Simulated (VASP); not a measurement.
Mo:

```xyz
1
Lattice="-1.5734 1.5734 1.5734 1.5734 -1.5734 1.5734 1.5734 1.5734 -1.5734" Properties=species:S:1:pos:R:3 pbc="T T T"
Mo    0.0000    0.0000    0.0000
```

Base run:

- Program: VASP 6.6.1
- Functional: PBE
- Potentials or basis: VASP PAW PBE potentials, release 64 (Mo_sv)
- Cutoff: 520 eV
- k mesh: 17 × 17 × 17
- Occupations: fermi-dirac, width 0.05 eV
- Spin: collinear spin, ferromagnetic start
- Starting moments: [0.5] μB
- Fixed moment: 0.5 μB

Its results: pressure 5.4 GPa; site moments Mo +0.41 μB.

The run is repeated on the same cell with these changes: fixed moment from 0.5 μB to 0.75 μB; moments at the start from [0.5] to [0.75]. What comes out?

Pressure 7.0 GPa; site moments Mo +0.60 μB.

Caveats: the total moment is fixed, so each spin has its own Fermi level.
